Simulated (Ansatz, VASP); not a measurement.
**One calculation of C, two programs**

```
CELL_PARAMETERS angstrom
-0.01298 1.78495 1.78495
1.78495 -0.01298 1.78495
1.78495 1.78495 -0.01298
ATOMIC_POSITIONS crystal
C 0.99995 0.99995 0.99995
C 0.25005 0.25005 0.25005
```

Change from the starting cell: epitaxial_111 strain +1.0%.

Alike in both runs: task single point; functional PBE; k mesh 12 × 12 × 12; occupations fermi-dirac, width 0.02 eV; no spin polarisation.

```csv
,VASP,Ansatz
version,VASP 6.6.1,Ansatz 0.2.0
potentials or method,"VASP PAW PBE potentials, release 64 (C)","plane waves, PAW"
plane-wave cutoff (eV),520,420
valence electrons in the cell,8,8
```

```tsv
	VASP	Ansatz	Ansatz less VASP
gap on the k mesh at the Fermi level (eV)	4.11	4.12	+0.007
pressure (GPa)	-3.3	-3.9	-0.63
traceless stress, the component that is largest in VASP (GPa)	4.01	3.98	-0.028
rms of the force components (eV/Å)	0.010	0.008	-0.0020
```

Atom by atom the forces differ by 0.002 eV/Å (rms over components).
